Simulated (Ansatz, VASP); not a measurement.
**One calculation of TePb, two programs**

The input INCAR:

```
SYSTEM = TePb
PREC = Accurate ; ENCUT = 520
EDIFF = 1E-6 ; ISMEAR = 0
SIGMA = 0.01 ; LREAL = .False.
LASPH = .True. ; NELM = 60
ALGO = Normal ; ISIF = 2
LWAVE = .False. ; LCHARG = .True.
GGA = PS ; IVDW = 13
LELF = .True. ; LVHAR = .True.
NBANDS = 17
```

The input KPOINTS:

```
regular mesh
0
Gamma
  4 4 4
  0 0 0
```

File POSCAR:

```
TePb
1.0
    0.0000000000      3.2310000000      3.2310000000
    3.2310000000      0.0000000000      3.2310000000
    3.2310000000      3.2310000000      0.0000000000
Te Pb
1 1
Direct
    0.4997200000      0.4788200000      0.4975200000
    0.9989700000      0.0036000000      0.0009000000
```

Input for Ansatz:

```yaml
crystal:
  lattice:
    - [0.0, 3.231, 3.231]
    - [3.231, 0.0, 3.231]
    - [3.231, 3.231, 0.0]
  atoms:
    - { symbol: Te, position: [0.49972, 0.47882, 0.49752] }
    - { symbol: Pb, position: [0.99897, 0.0036, 0.0009] }
basis:
  ecutwfc: 540.0
  xc_grid: 2
kpoints:
  mp_grid:
    grid: [4, 4, 4]
hamiltonian:
  xc: pbesol
  dispersion: d4
scf:
  convergence:
    dr2_threshold: 1.0e-09
  occupations:
    method: fixed
output:
  forces: true
  stress: true
```

Alike in both runs: task single point; functional PBEsol; dispersion D4; k mesh 4 × 4 × 4; no spin polarisation.

|  | VASP | Ansatz |
| --- | --- | --- |
| version | VASP 6.6.1 | Ansatz 0.2.0 |
| potentials or method | VASP PAW PBE potentials, release 64 (Te, Pb_d), cutoff 520 eV | plane waves, PAW |
| occupations | gaussian, width 0.01 eV | fixed |
| valence electrons in the cell | 20 | 30 |

```tsv
	VASP	Ansatz	Ansatz less VASP
pressure (GPa)	-1.4	-1.4	+0.02
traceless stress, the component that is largest in VASP (GPa)	-0.19	-0.19	+0.001
rms of the force components (eV/Å)	0.012	0.013	+0.0005
```

VASP's potentials were made for PBE, not for PBEsol. Atom by atom the forces differ by 0.000 eV/Å (rms over components). VASP's potentials hold 20 valence electrons a cell and Ansatz's 30, so a difference there can come from the potentials and not from the codes. Ansatz's warnings: stress scf threshold loose.

The k mesh is coarse, so the values compare programs but aren't converged. Spin-orbit coupling is off throughout.
